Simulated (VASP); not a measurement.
# Ta (I4/mmm) in VASP: further runs, part 2 of 2

VASP 6.6.1. The steps go on from the part before.

**3. Single point, PBE**

This run uses another cell than the first one, of 17.29 Å³/atom, 0.923 times its volume.

INCAR reads:

```
SYSTEM = Ta
ALGO = Normal
EDIFF = 1E-7
ENCUT = 520
GGA = PE
ISIF = 2
ISMEAR = -1
LASPH = .TRUE.
LCHARG = .FALSE.
LREAL = .FALSE.
LWAVE = .FALSE.
NBANDS = 12
NELM = 60
PREC = Accurate
SIGMA = 0.05
```

KPOINTS reads:

```
k-points
0
G
  10 10 10
  0 0 0
```

POSCAR reads:

```
Ta
1.0
   -1.6512800000      1.6512800000      1.5852288000
    1.6512800000     -1.6512800000      1.5852288000
    1.6512800000      1.6512800000     -1.5852288000
Ta
1
Direct
    0.0000000000      0.0000000000      0.0000000000
```

Potentials or basis: VASP PAW PBE potentials, release 64 (Ta_pv).

Run with:

```
> cat potpaw_PBE.64/Ta_pv/POTCAR > POTCAR
> mpirun -np 1 vasp_std > vasp.out
```

OUTCAR:

```text
SYSTEM = Ta
   EDIFF = 1E-7
   ENCUT = 520
   GGA = PE
   ISIF = 2
   ISMEAR = -1
   LASPH = .TRUE.
   LREAL = .FALSE.
   NELM = 60
   PREC = Accurate

 ion  position               nearest neighbor table
   1  0.000  0.000  0.000-

  LATTYP: Found a body centered tetragonal cell.
 ALAT       =     3.3025600000
 C/A-ratio  =     0.9600000000

  Lattice vectors:

 A1 = (  -1.6512800000,   1.6512800000,   1.5852288000)
 A2 = (   1.6512800000,  -1.6512800000,   1.5852288000)
 A3 = (   1.6512800000,   1.6512800000,  -1.5852288000)

Analysis of symmetry for initial positions (statically):
=====================================================================
 Subroutine PRICEL returns:
 Original cell was already a primitive cell.

 Routine SETGRP: Setting up the symmetry group for a
 body centered tetragonal supercell.

 Subroutine GETGRP returns: Found 16 space group operations
 (whereof 16 operations were pure point group operations)
 out of a pool of 16 trial point group operations.

The static configuration has the point symmetry D_4h.

Analysis of symmetry for dynamics (positions and initial velocities):
=====================================================================
 Subroutine PRICEL returns:
 Original cell was already a primitive cell.

 Routine SETGRP: Setting up the symmetry group for a
 body centered tetragonal supercell.

 Subroutine GETGRP returns: Found 16 space group operations
 (whereof 16 operations were pure point group operations)
 out of a pool of 16 trial point group operations.

The dynamic configuration has the point symmetry D_4h.

 Subroutine INISYM returns: Found 16 space group operations
 (whereof 16 operations are pure point group operations),
 and found     1 'primitive' translations

----------------------------------------------------------------------------------------

                                     Primitive cell

  volume of cell :      17.2899

  direct lattice vectors                    reciprocal lattice vectors
    -1.651280000  1.651280000  1.585228800     0.000000000  0.302795407  0.315411882
     1.651280000 -1.651280000  1.585228800     0.302795407  0.000000000  0.315411882
     1.651280000  1.651280000 -1.585228800     0.302795407  0.302795407  0.000000000

  length of vectors
     2.822481466  2.822481466  2.822481466     0.437229590  0.437229590  0.428217371

  position of ions in fractional coordinates (direct lattice)
     0.000000000  0.000000000  0.000000000

  ion indices of the primitive-cell ions
   primitive index   ion index
                 1           1

----------------------------------------------------------------------------------------

 KPOINTS: k-points

Automatic generation of k-mesh.
 Grid dimensions read from file:
 generate k-points for:   10   10   10

 Generating k-lattice:

  Cartesian coordinates                     Fractional coordinates (reciprocal lattice)
     0.000000000  0.030279541  0.031541188     0.100000000  0.000000000 -0.000000000
     0.030279541  0.000000000  0.031541188     0.000000000  0.100000000 -0.000000000
     0.030279541  0.030279541  0.000000000     0.000000000  0.000000000  0.100000000

  Length of vectors
     0.043722959  0.043722959  0.042821737

  Shift w.r.t. Gamma in fractional coordinates (k-lattice)
     0.000000000  0.000000000  0.000000000

 Subroutine IBZKPT returns following result:
 ===========================================

 Found    102 irreducible k-points:

 Following reciprocal coordinates:
            Coordinates               Weight
  0.000000  0.000000  0.000000      1.000000
  0.100000 -0.000000  0.000000      8.000000
  0.200000 -0.000000  0.000000      8.000000
  0.300000 -0.000000  0.000000      8.000000
  0.400000 -0.000000  0.000000      8.000000
  0.500000 -0.000000  0.000000      4.000000
[... 16 lines left out ...]
  0.300000  0.300000  0.000000      8.000000
  0.400000  0.300000  0.000000     16.000000
 [... further k-points ...]
   k-points           NKPTS =    102   k-points in BZ     NKDIM =    102   number of bands    NBANDS=     12
   number of dos      NEDOS =    301   number of ions     NIONS =      1
   total plane-waves  NPLWV =  13824
   dimension x,y,z NGX =    24 NGY =   24 NGZ =   24
   dimension x,y,z NGXF=    48 NGYF=   48 NGZF=   48
   ions per type =               1
   NGX,Y,Z   is equivalent  to a cutoff of  14.14, 14.14, 14.14 a.u.
   NGXF,Y,Z  is equivalent  to a cutoff of  28.27, 28.27, 28.27 a.u.
 SYSTEM =  Ta
   PREC   = accura    normal or accurate (medium, high low for compatibility)
   ISTART =      0    job   : 0-new  1-cont  2-samecut
   ICHARG =      2    charge: 1-file 2-atom 10-const
   ISPIN  =      1    spin polarized calculation?
   LNONCOLLINEAR =      F non collinear calculations
   LSORBIT =      F    spin-orbit coupling
   LASPH  =      T    aspherical Exc in radial PAW
   ENCUT  =  520.0 eV  38.22 Ry    6.18 a.u.   5.25  5.25  5.25*2*pi/ulx,y,z
   NELM   =     60;   NELMIN=  2; NELMDL= -5     # of ELM steps
   EDIFF  = 0.1E-06   stopping-criterion for ELM
   LREAL  =      F    real-space projection
   EDIFFG = 0.1E-05   stopping-criterion for IOM
   NSW    =      0    number of steps for IOM
   IBRION =     -1    ionic relax: 0-MD 1-quasi-New 2-CG
   NFREE  =      0    steps in history (QN), initial steepest desc. (CG)
   ISIF   =      2    stress and relaxation
   ISYM   =      2    0-nonsym 1-usesym 2-fastsym
   POTIM  = 0.5000    time-step for ionic-motion
   TEBEG  =    0.0;   TEEND  =   0.0 temperature during run
   PSTRESS=    0.0 pullay stress
   NELECT =      11.0000    total number of electrons
   NUPDOWN=      -1.0000    fix difference up-down
   EMIN   =  10.00;   EMAX   =-10.00  energy-range for DOS
   EFERMI =   0.00;   METHOD = LEGACY
   ISMEAR =    -1;   SIGMA  =   0.05  broadening in eV -4-tet -1-fermi 0-gaus
   EFERMI_NEDOS =   21; number of points for ismear=-14 and -15
   IALGO  =     38    algorithm
   IMIX   =      4    mixing-type and parameters
     AMIX     =   0.40;   BMIX     =  1.00
     AMIX_MAG =   1.60;   BMIX_MAG =  1.00
  volume/ion in A,a.u.               =      17.29       116.68
  Fermi-wavevector in a.u.,A,eV,Ry     =   1.408017  2.660767 26.973716  1.982512
  Thomas-Fermi vector in A             =   2.530218
   LORBIT       =      0    0 simple, 1 ext, 2 COOP (PROOUT), +10 PAW based schemes
   GGA     = PE    functional components
   LHFCALC =     F    Hartree Fock is set to
   AEXX    =    0.0000 exact exchange contribution
   IVDW    =     0    specifies the selected vdW correction
   LEPSILON=     F    determine dielectric tensor
   LRPA    =     F    only Hartree local field effects (RPA)
 non-spin polarized calculation
  energy-cutoff  :      520.00
  volume of cell :       17.29
 maximum number of plane-waves:       482
 NGX is ok and might be reduce to    24
   NGX = 11   NGY = 11   NGZ = 11

 number of electron      11.0000000 magnetization

 Free energy of the ion-electron system (eV)
  ---------------------------------------------------
  ext. energy  EPLUGINS =         0.00000000
  ---------------------------------------------------
  free energy    TOTEN  =       -11.76166396 eV

  energy without entropy =      -11.75009239  energy(sigma->0) =      -11.75587817

 E-fermi :   5.8099     XC(G=0): -12.8317

 val. band max:        5.7824349564   @ k =  -0.2000   0.2000   0.0000
 cond. band min:       5.8124087310   @ k =  -0.1000   0.2000   0.1000
 fundamental gap:      0.0299737746
 Fermi energy:         5.8098593024

 k-point     1 :       0.0000    0.0000    0.0000
  band No.  band energies     occupation
      1     -27.1043      2.00000
      2     -27.1043      2.00000
      3     -27.0945      2.00000
      4      -2.2476      2.00000
      5       6.1933      0.00093
      6       6.7505      0.00000
      7       6.7505      0.00000
      8       9.5632      0.00000
      9      10.3408      0.00000
     10      20.6378      0.00000
     11      20.7886      0.00000
     12      20.7886      0.00000
[... 331 lines left out ...]
 k-point    24 :       0.4000    0.3000    0.0000
  band No.  band energies     occupation
      1     -28.1475      2.00000
      2     -27.8893      2.00000
      3     -27.2651      2.00000
      4       3.1467      2.00000
      5       4.4807      2.00000
      6       5.1075      2.00000
      7      10.1993      0.00000
      8      10.6102      0.00000
      9      15.5497      0.00000
     10      16.9565      0.00000
     11      19.8578      0.00000
     12      20.6436      0.00000

 [... further k-points ...]
[... 5 lines left out ...]
  --------------------------------------------------------------------------------------
  -------------------------------------------------------------------------------------
  Total        1.3244500      1.3244500      1.8912002      0.0000000     -0.0000000      0.0000000
  in kB      122.7305692    122.7305692    175.2486553      0.0000000     -0.0000000      0.0000000
  external PRESSURE =     140.2365979 kB  Pullay stress =       0.0000000 kB

 VOLUME and BASIS-vectors are now :
 -----------------------------------------------------------------------------
  energy-cutoff  :      520.00
  volume of cell :       17.29
      direct lattice vectors                 reciprocal lattice vectors
    -1.651280000  1.651280000  1.585228800     0.000000000  0.302795407  0.315411882
     1.651280000 -1.651280000  1.585228800     0.302795407  0.000000000  0.315411882
     1.651280000  1.651280000 -1.585228800     0.302795407  0.302795407  0.000000000

 POSITION                                       TOTAL-FORCE (eV/Angst)
 -----------------------------------------------------------------------------------
      0.00000      0.00000      0.00000         0.000000      0.000000      0.000000
 -----------------------------------------------------------------------------------
    total drift:                                0.000000      0.000000     -0.000000

  FREE ENERGIE OF THE ION-ELECTRON SYSTEM (eV)
  ---------------------------------------------------
  free  energy   TOTEN  =       -11.7616639563 eV

  energy  without entropy=      -11.7500923935  energy(sigma->0) =      -11.75587817
```

stdout:

```text
POSCAR found type information on POSCAR Ta
 POSCAR found :  1 types and       1 ions
 scaLAPACK will be used
 LDA part: xc-table for (Slater+PW92), standard interpolation
 POSCAR, INCAR and KPOINTS ok, starting setup
 FFT: planning ... GRIDC
 FFT: planning ... GRID_SOFT
 FFT: planning ... GRID
 WAVECAR not read
 entering main loop
```

It took 12 s on 1 thread of Intel Xeon Platinum 8259CL at 2.50GHz (Skylake/Cascade Lake), shared host; peak memory 0.15 GiB.

Results:

| Quantity | Value |
| --- | --- |
| Free energy | -11.7617 eV |
| Pressure | 14.0 GPa |

Levels at points of the mesh, in eV from the Fermi level:
```tsv
k point	band 3	band 4	band 5	band 6	band 7	band 8
(0.00, 0.00, 0.00)	-32.90	-8.06	0.38	0.94	0.94	3.75
(0.50, 0.00, 0.00)	-32.94	-4.55	-1.84	1.91	4.18	5.42
(0.50, 0.50, 0.00)	-32.90	-4.57	-1.27	1.59	3.57	4.90
(0.50, 0.50, 0.50)	-33.76	-4.10	-3.98	7.12	7.12	7.30
```

Caveat: spin-orbit coupling is left out, which moves the levels of the heavy elements.

**4. Single point, PBE**

This run uses another cell than the first one, of 17.65 Å³/atom, 0.942 times its volume.

INCAR reads:

```
SYSTEM = Ta
ALGO = Normal ; EDIFF = 1E-6
ENCUT = 520 ; GGA = PE
ISIF = 2 ; ISMEAR = -1
LASPH = .True. ; LCHARG = .False.
LREAL = .False. ; LWAVE = .False.
NBANDS = 12 ; NELM = 80
PREC = Accurate ; SIGMA = 0.05
```

KPOINTS reads:

```
k-points
0
Gamma
  10 10 10
  0 0 0
```

POSCAR reads:

```
Ta
1.0
   -1.6512800000      1.6512800000      1.6182544000
    1.6512800000     -1.6512800000      1.6182544000
    1.6512800000      1.6512800000     -1.6182544000
Ta
1
Direct
    0.0000000000      0.0000000000      0.0000000000
```

Run with:

```
> cat potpaw_PBE.64/Ta_pv/POTCAR > POTCAR
> mpirun -np 1 vasp_std > vasp.out
```

Wall time 13 s (1 thread of Intel Xeon Platinum 8259CL at 2.50GHz (Skylake/Cascade Lake), shared host); peak memory 0.15 GiB.

It converged, with:

* Free energy: -11.7942 eV
* Pressure: 9.2 GPa

Stress tensor (GPa, compression positive):
```
 8.16  0.00  0.00
 0.00  8.16  0.00
 0.00  0.00 11.24
```

Levels at points of the mesh, in eV from the Fermi level:
```csv
k point,band 2,band 3,band 4,band 5,band 6,band 7,band 8,band 9
"(0.00, 0.00, 0.00)",-33.02,-33.02,-8.00,0.54,0.81,0.81,3.88,4.24
"(0.50, 0.00, 0.00)",-33.43,-33.04,-4.47,-1.70,1.73,4.04,5.11,7.99
"(0.50, 0.50, 0.00)",-33.41,-33.02,-4.48,-1.43,1.58,3.72,4.89,7.93
"(0.50, 0.50, 0.50)",-33.91,-33.85,-3.96,-3.90,6.95,6.95,7.04,8.66
```

Caveat: spin-orbit coupling is left out, which moves the levels of the heavy elements.

**5. Overview**

```csv
cell,k mesh,gap on the mesh (eV),pressure (GPa)
"a = 2.899 Å, angles 110.5, 110.5, 107.3°, 1 atom",9 × 9 × 9,none,-3.8
"a = 2.822 Å, angles 108.4, 108.4, 111.7°, 1 atom",10 × 10 × 10,none,14.0
"a = 2.841 Å, angles 108.9, 108.9, 110.6°, 1 atom",10 × 10 × 10,none,9.2
```

Alike in all rows: task single point; level PBE; potentials or basis VASP PAW PBE potentials, release 64 (Ta_pv); no spin polarisation; cutoff (eV) 520; smearing fermi-dirac 0.05 eV.

Caveats: spin-orbit coupling is left out, which moves the levels of the heavy elements.

Total energies depend on the potentials used, so only differences within one code and one set of settings carry meaning.
